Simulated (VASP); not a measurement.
A run of VASP 6.6.1 is set up as follows.

The input POSCAR:

```
MgTe
1.0
    4.5776356408      0.0000000000      0.0000000000
   -2.2888178204      3.9643487542      0.0000000000
    0.0000000000      0.0000000000      7.4550892847
Mg Te
2 2
Direct
    0.3333333333      0.6666666667     -0.0006080512
    0.6666666667      0.3333333333      0.4993919488
    0.3333333333      0.6666666667      0.3756080512
    0.6666666667      0.3333333333      0.8756080512
```

INCAR.step1

```
SYSTEM = MgTe
PREC = Accurate
ENCUT = 520
EDIFF = 1E-5
ISMEAR = 0
SIGMA = 0.01
LREAL = .False.
LASPH = .True.
NELM = 120
ALGO = Normal
ISIF = 2
LWAVE = .True.
LCHARG = .False.
NBANDS = 16
GGA = PE
GGA_COMPAT = .False.
```

INCAR.step2

```
SYSTEM = MgTe
PREC = Accurate
ENCUT = 520
EDIFF = 1E-6
ISMEAR = 0
SIGMA = 0.01
LREAL = .False.
LASPH = .True.
NELM = 120
ALGO = Normal
ISIF = 2
LWAVE = .False.
LCHARG = .False.
GGA = PE
LHFCALC = .True.
HFSCREEN = 0.2079
PRECFOCK = Normal
NBANDS = 16
ISTART = 1
GGA_COMPAT = .False.
```

The input KPOINTS:

```
Automatic mesh
0
Gamma
  6 6 2
  0 0 0
```

Potentials or basis: VASP PAW PBE potentials, release 64 (Mg, Te).

The run is started by

```console
$ cat potpaw_PBE.64/Mg/POTCAR potpaw_PBE.64/Te/POTCAR > POTCAR
$ cp INCAR.step1 INCAR
$ mpirun -np 1 vasp_std > vasp.out
$ cp INCAR.step2 INCAR
$ mpirun -np 1 vasp_std > vasp.out
```

Q: What does it give for the band gap on the k mesh?

A: 3.21 eV.

Q: Estimate the pressure.

A: -0.2 GPa.

Caveat: the k points lie up to 0.42 Å⁻¹ apart; the PAW data sets were made with another functional, which shifts forces and pressure a little; spin-orbit coupling is left out, which moves the levels of the heavy elements.
